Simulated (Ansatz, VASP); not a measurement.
One calculation of Ti3Al, two programs

```xyz
4
Lattice="2.8301 0.0000 0.0000 -1.4150 2.4509 0.0000 0.0000 0.0000 9.8046" Properties=species:S:1:pos:R:3 pbc="T T T"
Ti    1.4150    0.8170    0.0000
Ti    0.0000    1.6339    7.3572
Ti    0.0000    1.6339    2.4474
Al    1.4150    0.8170    4.9023
```

Alike in both runs: task single point; functional r2SCAN; k mesh 24 × 24 × 6; occupations gaussian, width 0.15 eV; no spin polarisation.

|  | VASP | Ansatz |
| --- | --- | --- |
| version | VASP 6.6.1 | Ansatz 0.2.0 |
| potentials or method | VASP PAW PBE potentials, release 64 (Ti_sv, Al), cutoff 520 eV | scalar-relativistic, plane waves, PAW |
| valence electrons in the cell | 39 | 39 |

VASP gave:

```
gap on the k mesh at the Fermi level (eV)                     : none
pressure (GPa)                                                : 0.1
traceless stress, the component that is largest in VASP (GPa) : -9.79
rms of the force components (eV/Å)                            : 0.110
```

Q: What did Ansatz give for the same quantities?

A: gap on the k mesh at the Fermi level (eV): none; pressure (GPa): -0.1; traceless stress, the component that is largest in VASP (GPa): -9.78; rms of the force components (eV/Å): 0.104.

VASP's potentials were made for PBE, not for r2SCAN. Atom by atom the forces differ by 0.006 eV/Å (rms over components). A gap of «none» marks a metal or a gap that the smearing closes.
